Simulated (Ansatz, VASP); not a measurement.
HfC in VASP and in Ansatz

Contents of INCAR:

```
PREC = Accurate ; ENCUT = 520
EDIFF = 1E-6 ; ISMEAR = 0
SIGMA = 0.019000000000000003 ; LREAL = False
LASPH = True ; NELM = 60
ALGO = Normal ; ISIF = 2
LWAVE = False ; LCHARG = False
GGA = PE ; NBANDS = 14
```

Contents of KPOINTS:

```
regular mesh
0
Gamma
  10 10 10
```

The input POSCAR:

```
HfC
1.0
    0.0000000000      2.3250000000      2.3250000000
    2.3250000000      0.0000000000      2.3250000000
    2.3250000000      2.3250000000      0.0000000000
Hf C
1 1
Direct
    0.5000000000      0.5000000000      0.5000000000
    0.0000000000      0.0000000000      0.0000000000
```

Contents of input.yaml:

```yaml
crystal:
  lattice:
    - [0.0, 2.325, 2.325]
    - [2.325, 0.0, 2.325]
    - [2.325, 2.325, 0.0]
  atoms:
    - { symbol: Hf, position: [0.5, 0.5, 0.5] }
    - { symbol: C, position: [0.0, 0.0, 0.0] }
kpoints:
  mp_grid: { grid: [10, 10, 10] }
scf:
  occupations: { method: gaussian, width: 0.019 }
hamiltonian:
  xc: pbe
  pseudopotentials: { kind: all_electron, lapw: { basis_error: 0.001 } }
output:
  forces: true
  stress: true
  eigenvalues: true
```

Alike in both runs: task single point; functional PBE; k mesh 10 × 10 × 10; occupations gaussian, width 0.019 eV; no spin polarisation.

|  | VASP | Ansatz |
| --- | --- | --- |
| version | VASP 6.6.1 | Ansatz 0.2.0 |
| potentials or method | VASP PAW PBE potentials, release 64 (Hf_pv, C), cutoff 520 eV | all-electron LAPW, scalar-relativistic |

```tsv
	VASP	Ansatz	Ansatz less VASP
gap on the k mesh at the Fermi level (eV)	none	none	-
pressure (GPa)	-0.5	0.3	+0.71
```

A gap of «none» marks a metal or a gap that the smearing closes. Ansatz ran all-electron here, and VASP with PAW potentials.

Neither program's run includes spin-orbit coupling.
